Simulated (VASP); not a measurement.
# BiTe (Fm-3m) in VASP: further runs

Runs on BiTe. Level: PBE. Tasks: single point.

All numbers are computed with VASP 6.6.1; they aren't measurements. Logs are shortened: lines on timing, memory, paths and dates and some standing lists are left out, and cuts for length are marked.

## (1) The cell of the first run

Symmetry: Fm-3m, No. 225, cubic system. Conventional cell: a = 6.338 Å, b = 6.338 Å, c = 6.338 Å, α = 90.00°, β = 90.00°, γ = 90.00°. Within 4.2 Å of Bi (site symmetry m-3m) lie 6 Te at 3.17 Å. Within 4.2 Å of Te (site symmetry m-3m) lie 6 Bi at 3.17 Å.

## (2) Single point, PBE

Input file INCAR:

```
SYSTEM = BiTe
PREC     = Accurate       ! precision mode
ENCUT    = 500            ! plane-wave cutoff, eV
EDIFF    = 1E-6           ! SCF threshold, eV
ISMEAR   = -1             ! smearing method
SIGMA    = 0.05           ! smearing width, eV
LREAL    = .False.        ! projectors in reciprocal space
LASPH    = .True.         ! aspherical terms in the spheres
NELM     = 120            ! most SCF steps
ALGO     = Normal         ! electronic algorithm
ISIF     = 2              ! what is computed and relaxed
LWAVE    = .False.        ! write WAVECAR
LCHARG   = .True.         ! write CHGCAR
GGA      = PE             ! functional
LELF     = .True.         ! ELF
LVHAR    = .True.       
NBANDS   = 18             ! bands
GGA_COMPAT= .False.
```

Input file KPOINTS:

```
regular mesh
0
Gamma
  8 8 8
  0 0 0
```

Input file POSCAR:

```
BiTe
1.0
    0.0000000000      3.1689610617      3.1689610617
    3.1689610617      0.0000000000      3.1689610617
    3.1689610617      3.1689610617      0.0000000000
Bi Te
1 1
Direct
    0.0000000000      0.0000000000      0.0000000000
    0.5000000000      0.5000000000      0.5000000000
```

Potentials or basis: VASP PAW PBE potentials, release 64 (Bi_d, Te).

Launch:

```sh
$ cat potpaw_PBE.64/Bi_d/POTCAR potpaw_PBE.64/Te/POTCAR > POTCAR
$ mpirun -np 1 vasp_std > vasp.out
```

OUTCAR:

```text
SYSTEM = BiTe
   PREC = Accurate
   ENCUT = 500
   EDIFF = 1E-6
   ISMEAR = -1
   LREAL = .False.
   LASPH = .True.
   NELM = 120
   ISIF = 2
   GGA = PE

 ion  position               nearest neighbor table
   1  0.000  0.000  0.000-   2 3.17   2 3.17   2 3.17   2 3.17   2 3.17   2 3.17
   2  0.500  0.500  0.500-   1 3.17   1 3.17   1 3.17   1 3.17   1 3.17   1 3.17

  LATTYP: Found a face centered cubic cell.
 ALAT       =     6.3379221234

  Lattice vectors:

 A1 = (   0.0000000000,   3.1689610617,   3.1689610617)
 A2 = (   3.1689610617,   0.0000000000,   3.1689610617)
 A3 = (   3.1689610617,   3.1689610617,   0.0000000000)

Analysis of symmetry for initial positions (statically):
=====================================================================
 Subroutine PRICEL returns:
 Original cell was already a primitive cell.

 Routine SETGRP: Setting up the symmetry group for a
 face centered cubic supercell.

 Subroutine GETGRP returns: Found 48 space group operations
 (whereof 48 operations were pure point group operations)
 out of a pool of 48 trial point group operations.

The static configuration has the point symmetry O_h .

Analysis of symmetry for dynamics (positions and initial velocities):
=====================================================================
 Subroutine PRICEL returns:
 Original cell was already a primitive cell.

 Routine SETGRP: Setting up the symmetry group for a
 face centered cubic supercell.

 Subroutine GETGRP returns: Found 48 space group operations
 (whereof 48 operations were pure point group operations)
 out of a pool of 48 trial point group operations.

The dynamic configuration has the point symmetry O_h .

 Subroutine INISYM returns: Found 48 space group operations
 (whereof 48 operations are pure point group operations),
 and found     1 'primitive' translations

----------------------------------------------------------------------------------------

                                     Primitive cell

  volume of cell :      63.6474

  direct lattice vectors                    reciprocal lattice vectors
     0.000000000  3.168961062  3.168961062    -0.157780418  0.157780418  0.157780418
     3.168961062  0.000000000  3.168961062     0.157780418 -0.157780418  0.157780418
     3.168961062  3.168961062  0.000000000     0.157780418  0.157780418 -0.157780418

  length of vectors
     4.481587712  4.481587712  4.481587712     0.273283700  0.273283700  0.273283700

  position of ions in fractional coordinates (direct lattice)
     0.000000000  0.000000000  0.000000000
[... 77 lines left out ...]
   NELM   =    120;   NELMIN=  2; NELMDL= -5     # of ELM steps
   EDIFF  = 0.1E-05   stopping-criterion for ELM
   LREAL  =      F    real-space projection
   EDIFFG = 0.1E-04   stopping-criterion for IOM
   NSW    =      0    number of steps for IOM
   IBRION =     -1    ionic relax: 0-MD 1-quasi-New 2-CG
   NFREE  =      0    steps in history (QN), initial steepest desc. (CG)
   ISIF   =      2    stress and relaxation
   ISYM   =      2    0-nonsym 1-usesym 2-fastsym
   POTIM  = 0.5000    time-step for ionic-motion
   TEBEG  =    0.0;   TEEND  =   0.0 temperature during run
   PSTRESS=    0.0 pullay stress
   NELECT =      21.0000    total number of electrons
   NUPDOWN=      -1.0000    fix difference up-down
   EMIN   =  10.00;   EMAX   =-10.00  energy-range for DOS
   EFERMI =   0.00;   METHOD = LEGACY
   ISMEAR =    -1;   SIGMA  =   0.05  broadening in eV -4-tet -1-fermi 0-gaus
   EFERMI_NEDOS =   21; number of points for ismear=-14 and -15
   IALGO  =     38    algorithm
   IMIX   =      4    mixing-type and parameters
     AMIX     =   0.40;   BMIX     =  1.00
     AMIX_MAG =   1.60;   BMIX_MAG =  1.00
  volume/ion in A,a.u.               =      31.82       214.76
  Fermi-wavevector in a.u.,A,eV,Ry     =   1.131239  2.137732 17.411398  1.279702
  Thomas-Fermi vector in A             =   2.267937
   LORBIT       =      0    0 simple, 1 ext, 2 COOP (PROOUT), +10 PAW based schemes
   GGA     = PE    functional components
   LHFCALC =     F    Hartree Fock is set to
   AEXX    =    0.0000 exact exchange contribution
   IVDW    =     0    specifies the selected vdW correction
   LEPSILON=     F    determine dielectric tensor
   LRPA    =     F    only Hartree local field effects (RPA)
 non-spin polarized calculation
  energy-cutoff  :      500.00
  volume of cell :       63.65
 maximum number of plane-waves:      1639
 NGX is ok and might be reduce to    36
   NGX = 17   NGY = 17   NGZ = 17

 number of electron      21.0000001 magnetization

 Free energy of the ion-electron system (eV)
  ---------------------------------------------------
  ext. energy  EPLUGINS =         0.00000000
  ---------------------------------------------------
  free energy    TOTEN  =        -7.12645382 eV

  energy without entropy =       -7.11734403  energy(sigma->0) =       -7.12189893

 E-fermi :   7.4263     XC(G=0):  -9.7118

 val. band max:        7.3887833387   @ k =   0.5000   0.2500   0.1250
 cond. band min:       7.4959572987   @ k =  -0.2500   0.2500   0.0000
 fundamental gap:      0.1071739600
 Fermi energy:         7.4262507327

 k-point     1 :       0.0000    0.0000    0.0000
  band No.  band energies     occupation
      1     -15.7443      2.00000
      2     -15.7443      2.00000
      3     -15.7377      2.00000
      4     -15.7377      2.00000
      5     -15.7377      2.00000
      6      -6.5459      2.00000
[... 481 lines left out ...]
      5     -15.7272      2.00000
      6      -4.2260      2.00000
[... 10 lines left out ...]
     17      16.5190      0.00000
     18      18.6558      0.00000

 [... further k-points ...]

------------------------ aborting loop because EDIFF is reached ----------------------------------------

  FORCE on cell =-STRESS in cart. coord.  units (eV):
  Direction    XX          YY          ZZ          XY          YZ          ZX
  --------------------------------------------------------------------------------------
  -------------------------------------------------------------------------------------
  Total        1.6669135      1.6669135      1.6669135      0.0000000      0.0000000      0.0000000
  in kB       41.9607217     41.9607217     41.9607217      0.0000000      0.0000000      0.0000000
  external PRESSURE =      41.9607217 kB  Pullay stress =       0.0000000 kB

 VOLUME and BASIS-vectors are now :
 -----------------------------------------------------------------------------
  energy-cutoff  :      500.00
  volume of cell :       63.65
      direct lattice vectors                 reciprocal lattice vectors
     0.000000000  3.168961062  3.168961062    -0.157780418  0.157780418  0.157780418
     3.168961062  0.000000000  3.168961062     0.157780418 -0.157780418  0.157780418
     3.168961062  3.168961062  0.000000000     0.157780418  0.157780418 -0.157780418

 POSITION                                       TOTAL-FORCE (eV/Angst)
 -----------------------------------------------------------------------------------
      0.00000      0.00000      0.00000        -0.000000     -0.000000     -0.000000
      3.16896      3.16896      3.16896         0.000000      0.000000      0.000000
 -----------------------------------------------------------------------------------
    total drift:                               -0.000000      0.000000      0.000000

  FREE ENERGIE OF THE ION-ELECTRON SYSTEM (eV)
  ---------------------------------------------------
  free  energy   TOTEN  =        -7.1264538245 eV

  energy  without entropy=       -7.1173440289  energy(sigma->0) =       -7.12189893
```

OSZICAR:

```text
N       E                     dE             d eps       ncg     rms          rms(c)
DAV:   1     0.158003725508E+03    0.15800E+03   -0.98097E+03  1052   0.111E+03
DAV:   2     0.514527265814E+01   -0.15286E+03   -0.14876E+03  1090   0.305E+02
DAV:   3    -0.678369812814E+01   -0.11929E+02   -0.11742E+02  1280   0.895E+01
DAV:   4    -0.712598958819E+01   -0.34229E+00   -0.34175E+00  1246   0.160E+01
DAV:   5    -0.713946795754E+01   -0.13478E-01   -0.13478E-01  1420   0.308E+00    0.687E+00
DAV:   6    -0.712315989616E+01    0.16308E-01   -0.55522E-02  1462   0.155E+00    0.429E+00
DAV:   7    -0.712685838809E+01   -0.36985E-02   -0.24287E-02  1178   0.857E-01    0.314E-01
DAV:   8    -0.712633910920E+01    0.51928E-03   -0.44845E-03  1352   0.461E-01    0.133E-01
DAV:   9    -0.712645274945E+01   -0.11364E-03   -0.39153E-04  1180   0.111E-01    0.690E-02
DAV:  10    -0.712645482862E+01   -0.20792E-05   -0.92479E-06  1582   0.180E-02    0.374E-02
DAV:  11    -0.712645318505E+01    0.16436E-05   -0.50877E-06  1102   0.104E-02    0.290E-02
DAV:  12    -0.712645382452E+01   -0.63947E-06   -0.20764E-07   712   0.234E-03
   1 F= -.71264538E+01 E0= -.71218989E+01  d E =-.910980E-02
```

It took 46 s on 1 thread of Intel Xeon 8259CL, shared host; peak memory 0.21 GiB.

What came out:

```yaml
Free_energy: -7.1265 eV
Pressure: 4.2 GPa
```

Caveat: spin-orbit coupling is left out, which moves the levels of the heavy elements.

[end of part 1 of 2]
